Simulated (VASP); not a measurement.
Set up this calculation in VASP 6.6.1, as the native input.

| Item | Value |
| --- | --- |
| Task | relaxation of cell and atoms |
| Functional | PBE |
| Potentials or basis | VASP PAW PBE potentials, release 64 (Ba_sv, Sr_sv, P) |
| Cutoff | 600 eV |
| k mesh | 4 × 4 × 2 |
| Occupations | gaussian, width 0.2 eV |
| Spin | no spin polarisation |
| Dipole correction | no |
| Further INCAR settings | ALGO = Normal; EDIFF = 1e-06; IBRION = 2; EDIFFG = -0.08; NSW = 36; ISIF = 3 |

The structure of Ba2SrP2 lies in POSCAR:

```
Ba2SrP2
1.0
    4.6500000000      0.0000000000      0.0000000000
   -2.3250000000      4.0270181300      0.0000000000
    0.0000000000      0.0000000000      7.3500000000
Ba Sr P
2 1 2
Direct
    0.3333333300      0.6666666700      0.6300000000
    0.6666666700      0.3333333300      0.3700000000
    0.0000000000      0.0000000000      0.0000000000
    0.6666666700      0.3333333300      0.7700000000
    0.3333333300      0.6666666700      0.2300000000
```

One way to write it, as run:

INCAR

```
ALGO     = Normal         # electronic algorithm
EDIFF    = 1E-6           # SCF threshold, eV
EDIFFG   = -0.08          # ionic threshold
ENCUT    = 600            # plane-wave cutoff, eV
GGA      = PE             # functional
IBRION   = 2              # ionic algorithm
ISIF     = 3              # what is computed and relaxed
ISMEAR   = 0              # smearing method
LASPH    = True           # aspherical terms in the spheres
LCHARG   = False          # write CHGCAR
LREAL    = False          # projectors in reciprocal space
LWAVE    = False          # write WAVECAR
NELM     = 80             # most SCF steps
NSW      = 36             # ionic steps
PREC     = Accurate       # precision mode
SIGMA    = 0.2            # smearing width, eV
```

KPOINTS

```
k-points
0
Gamma
  4 4 2
```

Potentials or basis: VASP PAW PBE potentials, release 64 (Ba_sv, Sr_sv, P).

Launch:

```bash
$ cat potpaw_PBE.64/Ba_sv/POTCAR potpaw_PBE.64/Sr_sv/POTCAR potpaw_PBE.64/P/POTCAR > POTCAR
$ mpirun -np 1 vasp_std > vasp.out
```

It gave:

The relaxed volume is 35.98 Å³/atom. The relaxed cell is a = 5.055 Å, b = 5.055 Å, c = 8.130 Å, α = 90.00°, β = 90.00°, γ = 120.00°. The space group after relaxing (to 0.1 Å) is P-3m1 (No. 164). The energy gained by relaxing is 361.2 meV/atom and the ionic steps are 10. The pressure after relaxing is 0.0 GPa and the largest force after relaxing is 0.019 eV/Å. The band gap on the k mesh is 1.40 eV (least direct gap 1.58 eV).

Caveat: the k points lie up to 0.39 Å⁻¹ apart in the final cell; the volume moved by over 15 % at a fixed basis, so the end points are rough; spin-orbit coupling is left out, which moves the levels of the heavy elements.

Run time: 2.4 min on 1 thread of Intel(R) Xeon(R) 6975P-C (Granite Rapids), on a shared host, peak memory 0.33 GiB.
